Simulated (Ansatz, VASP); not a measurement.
One calculation of MgO2, two programs

```xyz
3
Lattice="1.5838 0.9144 3.4574 -1.5838 0.9144 3.4574 0.0000 -1.8288 3.4574" Properties=species:S:1:pos:R:3 pbc="T T T"
Mg    0.0000    0.0000    0.0000
O     0.0000    0.0000    4.4511
O     0.0000    0.0000    5.9210
```

Alike in both runs: functional PBEsol; k mesh 12 × 12 × 12; occupations gaussian, width 0.02 eV; no spin polarisation.

Ansatz relaxed the structure, and its values are those at the end. VASP's run is a single point on that final structure, the one shown.

|  | VASP | Ansatz |
| --- | --- | --- |
| version | VASP 6.6.1 | Ansatz 0.2.0 |
| potentials or method | VASP PAW PBE potentials, release 64 (Mg, O), cutoff 520 eV | scalar-relativistic, plane waves, PAW |
| valence electrons in the cell | 14 | 22 |

|  | VASP | Ansatz | Ansatz less VASP |
| --- | --- | --- | --- |
| gap on the k mesh at the Fermi level (eV) | 2.45 | 2.48 | +0.028 |
| least direct gap on the mesh (eV) | 2.45 | 2.48 | +0.028 |
| pressure (GPa) | -0.1 | 0.0 | +0.10 |
| rms of the force components (eV/Å) | 0.097 | 0.000 | -0.0965 |

VASP's potentials were made for PBE, not for PBEsol. VASP's potentials hold 14 valence electrons a cell and Ansatz's 22, so a difference there can come from the potentials and not from the codes.
